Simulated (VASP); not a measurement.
# Sn (I4_1/amd) in VASP: relaxation of shape and atoms at fixed volume with PBEsol

Aim: the relaxation of shape and atoms at fixed volume of Sn with PBEsol.

Everything below comes from runs of VASP 6.6.1. Logs are shortened: lines on timing, memory, paths and dates and some standing lists are left out, and cuts for length are marked.

## (1) The cell of the first run

Symmetry: I4_1/amd, No. 141, tetragonal system. Conventional cell: a = 5.886 Å, b = 5.886 Å, c = 3.172 Å, α = 90.00°, β = 90.00°, γ = 90.00°. Within 4.0 Å of Sn (site symmetry -4m2) lie 10 Sn at 3.05 to 3.78 Å.

## (2) Relaxation of shape and atoms at fixed volume, PBEsol (volume scaled by 1.02)

Contents of INCAR:

```
SYSTEM = Sn
PREC     = Accurate       ! precision mode
ENCUT    = 500            ! plane-wave cutoff, eV
EDIFF    = 1E-7           ! SCF threshold, eV
ISMEAR   = -1             ! smearing method
SIGMA    = 0.15           ! smearing width, eV
LREAL    = .False.        ! projectors in reciprocal space
LASPH    = .True.         ! aspherical terms in the spheres
NELM     = 120            ! most SCF steps
ALGO     = Normal         ! electronic algorithm
ISIF     = 4              ! what is computed and relaxed
LWAVE    = .False.        ! write WAVECAR
LCHARG   = .False.        ! write CHGCAR
GGA      = PS             ! functional
IBRION   = 2              ! ionic algorithm
NSW      = 80             ! ionic steps
EDIFFG   = -0.001         ! ionic threshold
GGA_COMPAT= .False.      
NELMIN   = 4
```

Contents of KPOINTS:

```
Automatic mesh
0
Gamma
  16 16 16
  0 0 0
```

Contents of POSCAR:

```
Sn
1.0
   -2.9429782441      2.9429782441      1.5859393366
    2.9429782441     -2.9429782441      1.5859393366
    2.9429782441      2.9429782441     -1.5859393366
Sn
2
Direct
    0.0000000000      0.0000000000      0.0000000000
    0.7500000000      0.2500000000      0.5000000000
```

Potentials or basis: VASP PAW PBE potentials, release 64 (Sn_d).

The run is started by

```
cat potpaw_PBE.64/Sn_d/POTCAR > POTCAR
mpirun -np 1 vasp_std > vasp.out
```

OUTCAR:

```text
SYSTEM = Sn
   PREC = Accurate
   ENCUT = 500
   EDIFF = 1E-7
   ISMEAR = -1
   LREAL = .False.
   LASPH = .True.
   NELM = 120
   ISIF = 4
   GGA = PS
   IBRION = 2
   NSW = 80
   EDIFFG = -0.001
   NELMIN = 4

 ion  position               nearest neighbor table
   1  0.000  0.000  0.000-   2 3.05   2 3.05   2 3.05   2 3.05
   2  0.750  0.250  0.500-   1 3.05   1 3.05   1 3.05   1 3.05

  LATTYP: Found a body centered tetragonal cell.
 ALAT       =     5.8859564882
 C/A-ratio  =     0.5388892493

  Lattice vectors:

 A1 = (  -2.9429782441,   2.9429782441,   1.5859393366)
 A2 = (   2.9429782441,  -2.9429782441,   1.5859393366)
 A3 = (   2.9429782441,   2.9429782441,  -1.5859393366)

Analysis of symmetry for initial positions (statically):
=====================================================================
 Subroutine PRICEL returns:
 Original cell was already a primitive cell.

 Routine SETGRP: Setting up the symmetry group for a
 body centered tetragonal supercell.

 Subroutine GETGRP returns: Found 16 space group operations
 (whereof  8 operations were pure point group operations)
 out of a pool of 16 trial point group operations.

The static configuration has the point symmetry D_2d.
 The point group associated with its full space group is D_4h.

Analysis of symmetry for dynamics (positions and initial velocities):
=====================================================================
 Subroutine PRICEL returns:
 Original cell was already a primitive cell.

 Routine SETGRP: Setting up the symmetry group for a
 body centered tetragonal supercell.

 Subroutine GETGRP returns: Found 16 space group operations
 (whereof  8 operations were pure point group operations)
 out of a pool of 16 trial point group operations.

The dynamic configuration has the point symmetry D_2d.
 The point group associated with its full space group is D_4h.

 Subroutine INISYM returns: Found 16 space group operations
 (whereof  8 operations are pure point group operations),
 and found     1 'primitive' translations

----------------------------------------------------------------------------------------

                                     Primitive cell

  volume of cell :      54.9440

  direct lattice vectors                    reciprocal lattice vectors
    -2.942978244  2.942978244  1.585939337     0.000000000  0.169895921  0.315270571
     2.942978244 -2.942978244  1.585939337     0.169895921  0.000000000  0.315270571
     2.942978244  2.942978244 -1.585939337     0.169895921  0.169895921  0.000000000

  length of vectors
     4.453924727  4.453924727  4.453924727     0.358134272  0.358134272  0.240269116

  position of ions in fractional coordinates (direct lattice)
     0.000000000  0.000000000  0.000000000
     0.750000000  0.250000000  0.500000000

  ion indices of the primitive-cell ions
   primitive index   ion index
                 1           1
                 2           2

----------------------------------------------------------------------------------------

 KPOINTS: Automatic mesh

Automatic generation of k-mesh.
 Grid dimensions read from file:
 generate k-points for:   16   16   16

 Generating k-lattice:

  Cartesian coordinates                     Fractional coordinates (reciprocal lattice)
     0.000000000  0.010618495  0.019704411     0.062500000  0.000000000  0.000000000
     0.010618495  0.000000000  0.019704411     0.000000000  0.062500000  0.000000000
     0.010618495  0.010618495  0.000000000     0.000000000  0.000000000  0.062500000

  Length of vectors
     0.022383392  0.022383392  0.015016820

  Shift w.r.t. Gamma in fractional coordinates (k-lattice)
     0.000000000  0.000000000  0.000000000

 Subroutine IBZKPT returns following result:
 ===========================================

 Found    349 irreducible k-points:

 Following reciprocal coordinates:
            Coordinates               Weight
  0.000000  0.000000  0.000000      1.000000
  0.062500  0.000000  0.000000      8.000000
  0.125000  0.000000  0.000000      8.000000
  0.187500  0.000000  0.000000      8.000000
  0.250000  0.000000  0.000000      8.000000
  0.312500  0.000000  0.000000      8.000000
[... 16 lines left out ...]
 -0.125000  0.062500  0.000000     16.000000
 -0.062500  0.062500  0.000000      4.000000
 [... further k-points ...]
   k-points           NKPTS =    349   k-points in BZ     NKDIM =    349   number of bands    NBANDS=     18
   number of dos      NEDOS =    301   number of ions     NIONS =      2
   total plane-waves  NPLWV =  32768
   dimension x,y,z NGX =    32 NGY =   32 NGZ =   32
   dimension x,y,z NGXF=    64 NGYF=   64 NGZF=   64
   ions per type =               2
   NGX,Y,Z   is equivalent  to a cutoff of  11.94, 11.94, 11.94 a.u.
   NGXF,Y,Z  is equivalent  to a cutoff of  23.89, 23.89, 23.89 a.u.
 SYSTEM =  Sn
   PREC   = accura    normal or accurate (medium, high low for compatibility)
   ISTART =      0    job   : 0-new  1-cont  2-samecut
   ICHARG =      2    charge: 1-file 2-atom 10-const
   ISPIN  =      1    spin polarized calculation?
   LNONCOLLINEAR =      F non collinear calculations
   LSORBIT =      F    spin-orbit coupling
   LASPH  =      T    aspherical Exc in radial PAW
   ENCUT  =  500.0 eV  36.75 Ry    6.06 a.u.   8.12  8.12  8.12*2*pi/ulx,y,z
   NELM   =    120;   NELMIN=  4; NELMDL= -5     # of ELM steps
   EDIFF  = 0.1E-06   stopping-criterion for ELM
   LREAL  =      F    real-space projection
   EDIFFG = -.1E-02   stopping-criterion for IOM
   NSW    =     80    number of steps for IOM
   IBRION =      2    ionic relax: 0-MD 1-quasi-New 2-CG
   NFREE  =      1    steps in history (QN), initial steepest desc. (CG)
   ISIF   =      4    stress and relaxation
   ISYM   =      2    0-nonsym 1-usesym 2-fastsym
   POTIM  = 0.5000    time-step for ionic-motion
   TEBEG  =    0.0;   TEEND  =   0.0 temperature during run
   PSTRESS=    0.0 pullay stress
   NELECT =      28.0000    total number of electrons
   NUPDOWN=      -1.0000    fix difference up-down
   EMIN   =  10.00;   EMAX   =-10.00  energy-range for DOS
   EFERMI =   0.00;   METHOD = LEGACY
   ISMEAR =    -1;   SIGMA  =   0.15  broadening in eV -4-tet -1-fermi 0-gaus
   EFERMI_NEDOS =   21; number of points for ismear=-14 and -15
   IALGO  =     38    algorithm
   IMIX   =      4    mixing-type and parameters
     AMIX     =   0.40;   BMIX     =  1.00
     AMIX_MAG =   1.60;   BMIX_MAG =  1.00
  volume/ion in A,a.u.               =      27.47       185.39
  Fermi-wavevector in a.u.,A,eV,Ry     =   1.307637  2.471076 23.264809  1.709915
  Thomas-Fermi vector in A             =   2.438358
   LORBIT       =      0    0 simple, 1 ext, 2 COOP (PROOUT), +10 PAW based schemes
   GGA     = PS    functional components
   LHFCALC =     F    Hartree Fock is set to
   AEXX    =    0.0000 exact exchange contribution
   IVDW    =     0    specifies the selected vdW correction
   LEPSILON=     F    determine dielectric tensor
   LRPA    =     F    only Hartree local field effects (RPA)
 conjugate gradient relaxation of ions
 non-spin polarized calculation
  energy-cutoff  :      500.00
  volume of cell :       54.94
 maximum number of plane-waves:      1418
   NGX = 17   NGY = 17   NGZ = 17

--------------------------------------- Ionic step        1  -------------------------------------------

 number of electron      27.9999980 magnetization

 Free energy of the ion-electron system (eV)
  ---------------------------------------------------
  ext. energy  EPLUGINS =         0.00000000
  ---------------------------------------------------
  free energy    TOTEN  =        -8.55282797 eV

  energy without entropy =       -8.48212413  energy(sigma->0) =       -8.51747605

------------------------ aborting loop because EDIFF is reached ----------------------------------------

  FORCE on cell =-STRESS in cart. coord.  units (eV):
  Direction    XX          YY          ZZ          XY          YZ          ZX
  --------------------------------------------------------------------------------------
  -------------------------------------------------------------------------------------
  Total       -0.3777392     -0.3777392     -0.3726493      0.0000000      0.0000000      0.0000000
  in kB      -11.0149354    -11.0149354    -10.8665133      0.0000000      0.0000000      0.0000000
  external PRESSURE =     -10.9654614 kB  Pullay stress =       0.0000000 kB
[... 57 lines left out ...]
  energy  without entropy=       -8.4821261964  energy(sigma->0) =       -8.51747724

--------------------------------------- Ionic step        3  -------------------------------------------

 number of electron      27.9999980 magnetization

 Free energy of the ion-electron system (eV)
  ---------------------------------------------------
  ext. energy  EPLUGINS =         0.00000000
  ---------------------------------------------------
  free energy    TOTEN  =        -8.55282828 eV

  energy without entropy =       -8.48212889  energy(sigma->0) =       -8.51747858

 E-fermi :   7.6513     XC(G=0): -10.3938

 val. band max:        7.6449188709   @ k =  -0.2500   0.5000   0.1250
 cond. band min:       7.6690013781   @ k =   0.1250   0.1250   0.0625
 fundamental gap:      0.0240825072
 Fermi energy:         7.6513453023

 k-point     1 :       0.0000    0.0000    0.0000
  band No.  band energies     occupation
      1     -13.8633      2.00000
      2     -13.7927      2.00000
      3     -13.7415      2.00000
      4     -13.7398      2.00000
      5     -13.5824      2.00000
      6     -13.5824      2.00000
[... 10 lines left out ...]
     17      13.7275      0.00000
     18      14.5750      0.00000
[... 466 lines left out ...]
      2     -13.7932      2.00000
      3     -13.7417      2.00000
      4     -13.7388      2.00000
      5     -13.5839      2.00000
      6     -13.5808      2.00000
[... 10 lines left out ...]
     17      13.5166      0.00000
     18      14.6393      0.00000

 [... further k-points ...]
[... 5 lines left out ...]
  --------------------------------------------------------------------------------------
  -------------------------------------------------------------------------------------
  Total       -0.3740712     -0.3740712     -0.3746871      0.0000000      0.0000000      0.0000000
  in kB      -10.9079758    -10.9079758    -10.9259366      0.0000000      0.0000000      0.0000000
  external PRESSURE =     -10.9139627 kB  Pullay stress =       0.0000000 kB
[... 17 lines left out ...]
  FREE ENERGIE OF THE ION-ELECTRON SYSTEM (eV)
  ---------------------------------------------------
  free  energy   TOTEN  =        -8.5528282800 eV

  energy  without entropy=       -8.4821288867  energy(sigma->0) =       -8.51747858

 reached required accuracy - stopping structural energy minimisation
```

Run time: 5.5 min. Hardware: 1 thread of Intel Xeon 6975P-C, shared host; peak memory 0.38 GiB.

Results:

| Item | Value |
| --- | --- |
| Free energy | -8.5528 eV |
| Energy gained by relaxing | 0.0 meV/atom |
| Ionic steps | 3 |
| Pressure after relaxing | -1.1 GPa |
| Band gap on the k mesh | zero (band 14 reaches 9.23 eV, above the bottom of band 15 at 5.04 eV) |

Final structure:
```
Sn
1.0
    -2.94267    2.94267    1.58627
     2.94267   -2.94267    1.58627
     2.94267    2.94267   -1.58627
Sn
2
Direct
  0.00000 0.00000 0.00000
  0.75000 0.25000 0.50000
```

Caveat: the PAW data sets were made with another functional, which shifts forces and pressure a little; spin-orbit coupling is left out, which moves the levels of the heavy elements.
